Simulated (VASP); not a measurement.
# MgF2 (rutile type) (P4_2/mnm) in VASP: single point with PBEsol

Aim: the single point of MgF2 (rutile type) with PBEsol.

Everything below comes from runs of VASP 6.6.1. Logs are shortened: lines on timing, memory, paths and dates and some standing lists are left out, and cuts for length are marked.

### Step 1. The cell of the first run

It takes space group P4_2/mnm (No. 136, tetragonal). Conventional cell: a = 4.537 Å, b = 4.537 Å, c = 3.010 Å, α = 90.00°, β = 90.00°, γ = 90.00°. Mg (site symmetry mmm) has 6 F at 1.94 to 1.97 Å within 2.6 Å. F (site symmetry m2m) has 3 Mg at 1.94 to 1.97 Å and 1 F at 2.54 Å within 2.6 Å.

### Step 2. Single point, PBEsol (10.33 Å³/atom)

INCAR

```
PREC = Accurate
ENCUT = 600
EDIFF = 1E-6
ISMEAR = -1
SIGMA = 0.08
LREAL = False
LASPH = True
NELM = 120
ALGO = Normal
ISIF = 2
LWAVE = False
LCHARG = False
GGA = PS
NBANDS = 25
GGA_COMPAT = False
```

KPOINTS

```
regular mesh
0
Gamma
  7 7 10
```

POSCAR

```
MgF2
1.0
    4.5370685048      0.0000000000      0.0000000000
    0.0000000000      4.5370685048      0.0000000000
    0.0000000000      0.0000000000      3.0098335364
Mg F
2 4
Direct
    0.0000000000      0.0000000000      0.0000000000
    0.5000000000      0.5000000000      0.5000000000
    0.3024206613      0.3024206613      0.0000000000
    0.6975793387      0.6975793387      0.0000000000
    0.8024206613      0.1975793387      0.5000000000
    0.1975793387      0.8024206613      0.5000000000
```

Potentials or basis: VASP PAW PBE potentials, release 64 (Mg, F).

On the command line:

```bash
> cat potpaw_PBE.64/Mg/POTCAR potpaw_PBE.64/F/POTCAR > POTCAR
> mpirun -np 1 vasp_std > vasp.out
```

OUTCAR:

```text
PREC = Accurate
   ENCUT = 600
   EDIFF = 1E-6
   ISMEAR = -1
   LREAL = False
   LASPH = True
   NELM = 120
   ISIF = 2
   GGA = PS

 ion  position               nearest neighbor table
   1  0.000  0.000  0.000-   3 1.94   4 1.94   5 1.97   6 1.97   5 1.97   6 1.97   2 3.54   2 3.54
                             2 3.54   2 3.54   2 3.54   2 3.54   2 3.54   2 3.54
   2  0.500  0.500  0.500-   5 1.94   6 1.94   3 1.97   4 1.97   3 1.97   4 1.97   1 3.54   1 3.54
                             1 3.54   1 3.54   1 3.54   1 3.54   1 3.54   1 3.54
   3  0.302  0.302  0.000-   1 1.94   2 1.97   2 1.97
   4  0.698  0.698  0.000-   1 1.94   2 1.97   2 1.97
   5  0.802  0.198  0.500-   2 1.94   1 1.97   1 1.97
   6  0.198  0.802  0.500-   2 1.94   1 1.97   1 1.97

  LATTYP: Found a simple tetragonal cell.
 ALAT       =     4.5370685048
 C/A-ratio  =     0.6633872804

  Lattice vectors:

 A1 = (   4.5370685048,   0.0000000000,   0.0000000000)
 A2 = (   0.0000000000,   4.5370685048,   0.0000000000)
 A3 = (   0.0000000000,   0.0000000000,   3.0098335364)

Analysis of symmetry for initial positions (statically):
=====================================================================
 Subroutine PRICEL returns:
 Original cell was already a primitive cell.

 Routine SETGRP: Setting up the symmetry group for a
 simple tetragonal supercell.

 Subroutine GETGRP returns: Found 16 space group operations
 (whereof  8 operations were pure point group operations)
 out of a pool of 16 trial point group operations.

The static configuration has the point symmetry D_2h.
 The point group associated with its full space group is D_4h.

Analysis of symmetry for dynamics (positions and initial velocities):
=====================================================================
 Subroutine PRICEL returns:
 Original cell was already a primitive cell.

 Routine SETGRP: Setting up the symmetry group for a
 simple tetragonal supercell.

 Subroutine GETGRP returns: Found 16 space group operations
 (whereof  8 operations were pure point group operations)
 out of a pool of 16 trial point group operations.

The dynamic configuration has the point symmetry D_2h.
 The point group associated with its full space group is D_4h.

 Subroutine INISYM returns: Found 16 space group operations
 (whereof  8 operations are pure point group operations),
 and found     1 'primitive' translations

----------------------------------------------------------------------------------------

[... 102 lines left out ...]
   EDIFFG = 0.1E-04   stopping-criterion for IOM
   NSW    =      0    number of steps for IOM
   IBRION =     -1    ionic relax: 0-MD 1-quasi-New 2-CG
   NFREE  =      0    steps in history (QN), initial steepest desc. (CG)
   ISIF   =      2    stress and relaxation
   ISYM   =      2    0-nonsym 1-usesym 2-fastsym
   POTIM  = 0.5000    time-step for ionic-motion
   TEBEG  =    0.0;   TEEND  =   0.0 temperature during run
   PSTRESS=    0.0 pullay stress
   NELECT =      32.0000    total number of electrons
   NUPDOWN=      -1.0000    fix difference up-down
   EMIN   =  10.00;   EMAX   =-10.00  energy-range for DOS
   EFERMI =   0.00;   METHOD = LEGACY
   ISMEAR =    -1;   SIGMA  =   0.08  broadening in eV -4-tet -1-fermi 0-gaus
   EFERMI_NEDOS =   21; number of points for ismear=-14 and -15
   IALGO  =     38    algorithm
   IMIX   =      4    mixing-type and parameters
     AMIX     =   0.40;   BMIX     =  1.00
     AMIX_MAG =   1.60;   BMIX_MAG =  1.00
  volume/ion in A,a.u.               =      10.33        69.68
  Fermi-wavevector in a.u.,A,eV,Ry     =   1.313491  2.482138 23.473569  1.725259
  Thomas-Fermi vector in A             =   2.443810
   LORBIT       =      0    0 simple, 1 ext, 2 COOP (PROOUT), +10 PAW based schemes
   GGA     = PS    functional components
   LHFCALC =     F    Hartree Fock is set to
   AEXX    =    0.0000 exact exchange contribution
   IVDW    =     0    specifies the selected vdW correction
   LEPSILON=     F    determine dielectric tensor
   LRPA    =     F    only Hartree local field effects (RPA)
 non-spin polarized calculation
  energy-cutoff  :      600.00
  volume of cell :       61.96
 maximum number of plane-waves:      2084
   NGX = 19   NGY = 19   NGZ = 13

 number of electron      32.0000016 magnetization

 Free energy of the ion-electron system (eV)
  ---------------------------------------------------
  ext. energy  EPLUGINS =         0.00000000
  ---------------------------------------------------
  free energy    TOTEN  =       -32.53941990 eV

  energy without entropy =      -32.53941990  energy(sigma->0) =      -32.53941990

 E-fermi :   0.7807     XC(G=0): -10.2577

 val. band max:       -0.9750741411   @ k =   0.0000   0.0000   0.0000
 cond. band min:       6.3027271912   @ k =   0.0000   0.0000   0.0000
 fundamental gap:      7.2778013323
 Fermi energy:         0.7806779377

 k-point     1 :       0.0000    0.0000    0.0000
  band No.  band energies     occupation
      1     -21.8289      2.00000
      2     -20.8978      2.00000
      3     -20.8978      2.00000
      4     -20.7893      2.00000
      5      -5.3073      2.00000
      6      -3.7422      2.00000
[... 661 lines left out ...]
     24      16.1748      0.00000
     25      16.7941      0.00000

 [... further k-points ...]

------------------------ aborting loop because EDIFF is reached ----------------------------------------

  FORCE on cell =-STRESS in cart. coord.  units (eV):
  Direction    XX          YY          ZZ          XY          YZ          ZX
  --------------------------------------------------------------------------------------
  -------------------------------------------------------------------------------------
  Total        2.2906632      2.2906632      2.2899723      0.0000000      0.0000000      0.0000000
  in kB       59.2350380     59.2350380     59.2171722      0.0000000      0.0000000      0.0000000
  external PRESSURE =      59.2290827 kB  Pullay stress =       0.0000000 kB

 VOLUME and BASIS-vectors are now :
 -----------------------------------------------------------------------------
  energy-cutoff  :      600.00
  volume of cell :       61.96
      direct lattice vectors                 reciprocal lattice vectors
     4.537068505  0.000000000  0.000000000     0.220406635  0.000000000  0.000000000
     0.000000000  4.537068505  0.000000000     0.000000000  0.220406635  0.000000000
     0.000000000  0.000000000  3.009833536     0.000000000  0.000000000  0.332244288

 POSITION                                       TOTAL-FORCE (eV/Angst)
 -----------------------------------------------------------------------------------
      0.00000      0.00000      0.00000         0.000000     -0.000000      0.000000
      2.26853      2.26853      1.50492         0.000000     -0.000000      0.000000
      1.37210      1.37210      0.00000         0.002223      0.002223     -0.000000
      3.16497      3.16497      0.00000        -0.002223     -0.002223      0.000000
      3.64064      0.89643      1.50492         0.002223     -0.002223      0.000000
      0.89643      3.64064      1.50492        -0.002223      0.002223     -0.000000
 -----------------------------------------------------------------------------------
    total drift:                                0.000000     -0.000000     -0.000000

  FREE ENERGIE OF THE ION-ELECTRON SYSTEM (eV)
  ---------------------------------------------------
  free  energy   TOTEN  =       -32.5394199005 eV

  energy  without entropy=      -32.5394199005  energy(sigma->0) =      -32.53941990
```

OSZICAR:

```text
N       E                     dE             d eps       ncg     rms          rms(c)
DAV:   1     0.185689941563E+03    0.18569E+03   -0.19236E+04  3096   0.135E+03
DAV:   2    -0.257011497957E+02   -0.21139E+03   -0.20282E+03  3655   0.308E+02
DAV:   3    -0.346329453306E+02   -0.89318E+01   -0.89014E+01  3838   0.600E+01
DAV:   4    -0.346817169254E+02   -0.48772E-01   -0.48766E-01  3314   0.505E+00
DAV:   5    -0.346819499265E+02   -0.23300E-03   -0.23300E-03  3856   0.344E-01    0.906E+00
DAV:   6    -0.325236759067E+02    0.21583E+01   -0.64115E+00  3397   0.184E+01    0.288E+00
DAV:   7    -0.325227792163E+02    0.89669E-03   -0.72132E-02  3318   0.180E+00    0.184E+00
DAV:   8    -0.325391111688E+02   -0.16332E-01   -0.40642E-02  3246   0.207E+00    0.201E-01
DAV:   9    -0.325390647333E+02    0.46436E-04   -0.11332E-03  3925   0.246E-01    0.742E-02
DAV:  10    -0.325394205655E+02   -0.35583E-03   -0.30502E-04  3244   0.122E-01    0.159E-02
DAV:  11    -0.325394199005E+02    0.66498E-06   -0.59439E-06  3772   0.209E-02
   1 F= -.32539420E+02 E0= -.32539420E+02  d E =-.333077E-10
```

stdout:

```text
POSCAR found type information on POSCAR MgF
 POSCAR found :  2 types and       6 ions
 scaLAPACK will be used
 -----------------------------------------------------------------------------
|                                                                             |
|                                                                             |
|     You enforced a specific xc type in the INCAR file but a different       |
|     I HOPE YOU KNOW WHAT YOU ARE DOING!                                     |
|                                                                             |
 -----------------------------------------------------------------------------

 LDA part: xc-table for (Slater+PW92), standard interpolation
 POSCAR, INCAR and KPOINTS ok, starting setup
 FFT: planning ... GRIDC
 FFT: planning ... GRID_SOFT
 FFT: planning ... GRID
 WAVECAR not read
 entering main loop
```

Run time: 37 s. Hardware: 1 thread of AMD EPYC 9R45 (Zen 5), shared host; peak memory 0.2 GiB.

Results:

```yaml
Free_energy: -32.5394 eV
Pressure: 5.9 GPa
Largest_force: 0.003 eV/Å
Band_gap_on_the_k_mesh: 7.28 eV
```

Forces in eV/Å, atoms in the order of the input:
```
Mg   0.000  0.000  0.000
Mg   0.000  0.000  0.000
F    0.002  0.002  0.000
F   -0.002 -0.002  0.000
F    0.002 -0.002  0.000
F   -0.002  0.002  0.000
```

Levels at points of the mesh, in eV from the valence-band top:
| k point | band 12 | band 13 | band 14 | band 15 | band 16 | band 17 | band 18 | band 19 | band 20 | band 21 |
| --- | --- | --- | --- | --- | --- | --- | --- | --- | --- | --- |
| (0.00, 0.00, 0.00) | -1.31 | -0.75 | -0.33 | -0.33 | 0.00 | 7.28 | 12.38 | 12.38 | 13.78 | 14.65 |
| (0.00, 0.00, 0.50) | -1.51 | -1.29 | -1.29 | -0.93 | -0.93 | 12.08 | 12.08 | 15.08 | 15.08 | 15.53 |

Caveat: the cell stands under pressure; the PAW data sets were made with another functional, which shifts forces and pressure a little; an odd mesh through Γ misses points on the zone boundary, where band edges can lie.
